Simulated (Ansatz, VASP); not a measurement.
# AlGaN2: VASP beside Ansatz

```
CELL_PARAMETERS angstrom
2.89230 0.00000 0.00000
0.00000 2.89230 0.00000
0.00000 0.00000 4.88249
ATOMIC_POSITIONS crystal
Al 0.50000 0.50000 0.50000
Ga 0.00000 0.00000 0.00000
N 0.50000 0.00000 0.74186
N 0.00000 0.50000 0.25814
```

Alike in both runs: functional LDA; k mesh 8 × 8 × 6; occupations gaussian, width 0.05 eV; no spin polarisation.

Ansatz relaxed the structure, and its values are those at the end. VASP's run is a single point on that final structure, the one shown.

|  | VASP | Ansatz |
| --- | --- | --- |
| version | VASP 6.6.1 | Ansatz 0.2.0 |
| potentials or method | VASP PAW LDA potentials, release 64 (Al, Ga_d, N), cutoff 520 eV | scalar-relativistic, plane waves, PAW |
| valence electrons in the cell | 26 | 26 |

|  | VASP | Ansatz | Ansatz less VASP |
| --- | --- | --- | --- |
| gap on the k mesh at the Fermi level (eV) | 2.59 | 2.61 | +0.018 |
| least direct gap on the mesh (eV) | 2.79 | 2.78 | -0.009 |
| pressure (GPa) | 8.0 | 7.0 | -1.02 |
| rms of the force components (eV/Å) | 0.016 | 0.000 | -0.0158 |

Ansatz warns that its potentials were made for another functional, while VASP's fit it. LDA's correlation is that of Perdew and Zunger in VASP and of Perdew and Wang (1992) in Ansatz. Ansatz's warnings: stress scf threshold loose.
